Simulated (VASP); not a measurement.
# ZnGe2N3 (P-6m2) in VASP: single point with PBE

Aim: the single point of ZnGe2N3 with PBE.

All numbers are computed with VASP 6.6.1; they aren't measurements. Logs are shortened: lines on timing, memory, paths and dates and some standing lists are left out, and cuts for length are marked.

**1. The cell of the first run**

The structure is hexagonal, space group P-6m2 (No. 187). The conventional cell has a = 3.499 Å, b = 3.499 Å, c = 7.260 Å, α = 90.00°, β = 90.00°, γ = 120.00°. Zn (site symmetry -6m2) has 3 N at 2.02 Å within 2.7 Å. Ge (site symmetry 3m) has 9 N at 2.45 to 3.02 Å and 1 Ge at 2.77 Å and 3 Zn at 3.02 Å within 3.2 Å. Within 2.7 Å of N (site symmetry -6m2) lie 3 N at 2.02 Å and 6 Ge at 2.45 Å. N (site symmetry -6m2) has 3 Zn at 2.02 Å within 2.7 Å. Within 2.7 Å of N (site symmetry -6m2) lie 3 N at 2.02 Å and 6 Ge at 2.45 Å.

**2. Single point, PBE**

File INCAR:

```
SYSTEM = ZnGe2N3
PREC     = Accurate       ! precision mode
ENCUT    = 520            ! plane-wave cutoff, eV
EDIFF    = 1E-6           ! SCF threshold, eV
ISMEAR   = 0              ! smearing method
SIGMA    = 0.1            ! smearing width, eV
LREAL    = .FALSE.        ! projectors in reciprocal space
LASPH    = .TRUE.         ! aspherical terms in the spheres
NELM     = 80             ! most SCF steps
ALGO     = Normal         ! electronic algorithm
ISIF     = 2              ! what is computed and relaxed
LWAVE    = .FALSE.        ! write WAVECAR
LCHARG   = .FALSE.        ! write CHGCAR
GGA      = PE             ! functional
NBANDS   = 36             ! bands
```

File KPOINTS:

```
regular mesh
0
G
  12 12 6
  0 0 0
```

File POSCAR:

```
ZnGe2N3
1.0
    3.4992777124      0.0000000000      0.0000000000
   -1.7496388562      3.0304633938      0.0000000000
    0.0000000000      0.0000000000      7.2595088406
Zn Ge N
1 2 3
Direct
    0.0000000000      0.0000000000      0.5000000000
    0.6666666667      0.3333333333      0.8093502720
    0.6666666667      0.3333333333      0.1906497280
    0.0000000000      0.0000000000      0.0000000000
    0.3333333333      0.6666666667      0.5000000000
    0.3333333333      0.6666666667      0.0000000000
```

Potentials or basis: VASP PAW PBE potentials, release 64 (Zn, Ge_d, N).

Command:

```sh
> cat potpaw_PBE.64/Zn/POTCAR potpaw_PBE.64/Ge_d/POTCAR potpaw_PBE.64/N/POTCAR > POTCAR
> mpirun -np 1 vasp_std > vasp.out
```

OUTCAR:

```text
SYSTEM = ZnGe2N3
   PREC = Accurate
   ENCUT = 520
   EDIFF = 1E-6
   ISMEAR = 0
   LREAL = .FALSE.
   LASPH = .TRUE.
   NELM = 80
   ISIF = 2
   GGA = PE

 ion  position               nearest neighbor table
   1  0.000  0.000  0.500-   5 2.02   5 2.02   5 2.02
   2  0.667  0.333  0.809-   3 2.77
   3  0.667  0.333  0.191-   2 2.77
   4  0.000  0.000  0.000-
   5  0.333  0.667  0.500-   1 2.02   1 2.02   1 2.02
   6  0.333  0.667  0.000-

  LATTYP: Found a hexagonal cell.
 ALAT       =     3.4992777124
 C/A-ratio  =     2.0745735084

  Lattice vectors:

 A1 = (   3.4992777124,   0.0000000000,   0.0000000000)
 A2 = (  -1.7496388562,   3.0304633938,   0.0000000000)
 A3 = (   0.0000000000,   0.0000000000,   7.2595088406)

Analysis of symmetry for initial positions (statically):
=====================================================================
 Subroutine PRICEL returns:
 Original cell was already a primitive cell.

 Routine SETGRP: Setting up the symmetry group for a
 hexagonal supercell.

 Subroutine GETGRP returns: Found 12 space group operations
 (whereof 12 operations were pure point group operations)
 out of a pool of 24 trial point group operations.

The static configuration has the point symmetry D_3h.

Analysis of symmetry for dynamics (positions and initial velocities):
=====================================================================
 Subroutine PRICEL returns:
 Original cell was already a primitive cell.

 Routine SETGRP: Setting up the symmetry group for a
 hexagonal supercell.

 Subroutine GETGRP returns: Found 12 space group operations
 (whereof 12 operations were pure point group operations)
 out of a pool of 24 trial point group operations.

The dynamic configuration has the point symmetry D_3h.

 Subroutine INISYM returns: Found 12 space group operations
 (whereof 12 operations are pure point group operations),
 and found     1 'primitive' translations

----------------------------------------------------------------------------------------

[... 90 lines left out ...]
 SYSTEM =  ZnGe2N3
   PREC   = accura    normal or accurate (medium, high low for compatibility)
   ISTART =      0    job   : 0-new  1-cont  2-samecut
   ICHARG =      2    charge: 1-file 2-atom 10-const
   ISPIN  =      1    spin polarized calculation?
   LNONCOLLINEAR =      F non collinear calculations
   LSORBIT =      F    spin-orbit coupling
   LASPH  =      T    aspherical Exc in radial PAW
   ENCUT  =  520.0 eV  38.22 Ry    6.18 a.u.   6.51  6.51 13.50*2*pi/ulx,y,z
   NELM   =     80;   NELMIN=  2; NELMDL= -5     # of ELM steps
   EDIFF  = 0.1E-05   stopping-criterion for ELM
   LREAL  =      F    real-space projection
   EDIFFG = 0.1E-04   stopping-criterion for IOM
   NSW    =      0    number of steps for IOM
   IBRION =     -1    ionic relax: 0-MD 1-quasi-New 2-CG
   NFREE  =      0    steps in history (QN), initial steepest desc. (CG)
   ISIF   =      2    stress and relaxation
   ISYM   =      2    0-nonsym 1-usesym 2-fastsym
   POTIM  = 0.5000    time-step for ionic-motion
   TEBEG  =    0.0;   TEEND  =   0.0 temperature during run
   PSTRESS=    0.0 pullay stress
   NELECT =      55.0000    total number of electrons
   NUPDOWN=      -1.0000    fix difference up-down
   EMIN   =  10.00;   EMAX   =-10.00  energy-range for DOS
   EFERMI =   0.00;   METHOD = LEGACY
   ISMEAR =     0;   SIGMA  =   0.10  broadening in eV -4-tet -1-fermi 0-gaus
   EFERMI_NEDOS =   21; number of points for ismear=-14 and -15
   IALGO  =     38    algorithm
   IMIX   =      4    mixing-type and parameters
     AMIX     =   0.40;   BMIX     =  1.00
     AMIX_MAG =   1.60;   BMIX_MAG =  1.00
  volume/ion in A,a.u.               =      12.83        86.58
  Fermi-wavevector in a.u.,A,eV,Ry     =   1.463516  2.765644 29.142037  2.141879
  Thomas-Fermi vector in A             =   2.579602
   LORBIT       =      0    0 simple, 1 ext, 2 COOP (PROOUT), +10 PAW based schemes
   GGA     = PE    functional components
   LHFCALC =     F    Hartree Fock is set to
   AEXX    =    0.0000 exact exchange contribution
   IVDW    =     0    specifies the selected vdW correction
   LEPSILON=     F    determine dielectric tensor
   LRPA    =     F    only Hartree local field effects (RPA)
 non-spin polarized calculation
 Gauss-broadening in eV      SIGMA  =   0.10
  energy-cutoff  :      520.00
  volume of cell :       76.98
 maximum number of plane-waves:      2114
 NGX is ok and might be reduce to    28
   NGX = 13   NGY = 13   NGZ = 27

 number of electron      55.0000007 magnetization

 Free energy of the ion-electron system (eV)
  ---------------------------------------------------
  ext. energy  EPLUGINS =         0.00000000
  ---------------------------------------------------
  free energy    TOTEN  =       -26.93150574 eV

  energy without entropy =      -26.91900900  energy(sigma->0) =      -26.92525737

 E-fermi :   5.1285     XC(G=0): -11.4062

 val. band max:        5.1242117132   @ k =   0.2500   0.2500   0.1667
 cond. band min:       5.1478834007   @ k =   0.1667   0.0000   0.0000
 fundamental gap:      0.0236716875
 Fermi energy:         5.1284930526

 k-point     1 :       0.0000    0.0000    0.0000
  band No.  band energies     occupation
      1     -19.8834      2.00000
      2     -19.8486      2.00000
      3     -19.8486      2.00000
      4     -19.8420      2.00000
      5     -19.8420      2.00000
      6     -19.8412      2.00000
[... 925 lines left out ...]
     35      10.3746      0.00000
     36      11.1923      0.00000

 [... further k-points ...]
[... 5 lines left out ...]
  --------------------------------------------------------------------------------------
  -------------------------------------------------------------------------------------
  Total        0.1800533      0.1800533      0.0677222      0.0000000      0.0000000     -0.0000000
  in kB        3.7472881      3.7472881      1.4094412      0.0000000      0.0000000     -0.0000000
  external PRESSURE =       2.9680058 kB  Pullay stress =       0.0000000 kB

 VOLUME and BASIS-vectors are now :
 -----------------------------------------------------------------------------
  energy-cutoff  :      520.00
  volume of cell :       76.98
      direct lattice vectors                 reciprocal lattice vectors
     3.499277712  0.000000000  0.000000000     0.285773260  0.164991269  0.000000000
    -1.749638856  3.030463394  0.000000000     0.000000000  0.329982537  0.000000000
     0.000000000  0.000000000  7.259508841     0.000000000  0.000000000  0.137750366

 POSITION                                       TOTAL-FORCE (eV/Angst)
 -----------------------------------------------------------------------------------
      0.00000      0.00000      3.62975         0.000000      0.000000      0.000000
      1.74964      1.01015      5.87549        -0.000000      0.000000     -0.017657
      1.74964      1.01015      1.38402        -0.000000      0.000000      0.017657
      0.00000      0.00000      0.00000         0.000000     -0.000000      0.000000
     -0.00000      2.02031      3.62975         0.000000     -0.000000      0.000000
     -0.00000      2.02031      0.00000         0.000000     -0.000000      0.000000
 -----------------------------------------------------------------------------------
    total drift:                                0.000006     -0.000003      0.000000

  FREE ENERGIE OF THE ION-ELECTRON SYSTEM (eV)
  ---------------------------------------------------
  free  energy   TOTEN  =       -26.9315057425 eV

  energy  without entropy=      -26.9190089966  energy(sigma->0) =      -26.92525737
```

OSZICAR:

```text
N       E                     dE             d eps       ncg     rms          rms(c)
DAV:   1     0.524971287630E+03    0.52497E+03   -0.25748E+04  6796   0.364E+03
DAV:   2     0.685001153609E+02   -0.45647E+03   -0.43770E+03  5504   0.819E+02
DAV:   3    -0.238818708818E+02   -0.92382E+02   -0.89538E+02  6204   0.206E+02
DAV:   4    -0.301656819752E+02   -0.62838E+01   -0.61691E+01  6548   0.579E+01
DAV:   5    -0.303089644792E+02   -0.14328E+00   -0.14280E+00  6048   0.990E+00    0.119E+01
DAV:   6    -0.271630780531E+02    0.31459E+01   -0.15640E+01  7732   0.475E+01    0.683E+00
DAV:   7    -0.271654390618E+02   -0.23610E-02   -0.72013E+00  6544   0.110E+01    0.522E+00
DAV:   8    -0.269618232206E+02    0.20362E+00   -0.11443E+00  6612   0.651E+00    0.307E+00
DAV:   9    -0.269388215977E+02    0.23002E-01   -0.21026E-01  6492   0.382E+00    0.650E-01
DAV:  10    -0.269309524148E+02    0.78692E-02   -0.49654E-02  6432   0.265E+00    0.206E-01
DAV:  11    -0.269314359668E+02   -0.48355E-03   -0.59399E-03  5744   0.495E-01    0.112E-01
DAV:  12    -0.269315004562E+02   -0.64489E-04   -0.46894E-04  6544   0.213E-01    0.444E-02
DAV:  13    -0.269315045978E+02   -0.41416E-05   -0.12061E-04  6596   0.593E-02    0.119E-02
DAV:  14    -0.269315057547E+02   -0.11569E-05   -0.21239E-05  5892   0.418E-02    0.887E-03
DAV:  15    -0.269315057425E+02    0.12194E-07   -0.33484E-06  5244   0.154E-02
   1 F= -.26931506E+02 E0= -.26925257E+02  d E =-.124967E-01
```

stdout:

```text
POSCAR found type information on POSCAR ZnGeN
 POSCAR found :  3 types and       6 ions
 scaLAPACK will be used
 LDA part: xc-table for (Slater+PW92), standard interpolation
 POSCAR, INCAR and KPOINTS ok, starting setup
 FFT: planning ... GRIDC
 FFT: planning ... GRID_SOFT
 FFT: planning ... GRID
 WAVECAR not read
 entering main loop
```

Run time: 2.2 min. Hardware: 1 thread of Intel Xeon Platinum 8488C (Sapphire Rapids), shared host; peak memory 0.31 GiB.

Results:

- Free energy: -26.9315 eV
- Pressure: 0.3 GPa
- Largest force: 0.018 eV/Å

Forces in eV/Å, atoms in the order of the input:
```
Zn   0.000  0.000  0.000
Ge   0.000  0.000 -0.018
Ge   0.000  0.000  0.018
N    0.000  0.000  0.000
N    0.000  0.000  0.000
N    0.000  0.000  0.000
```
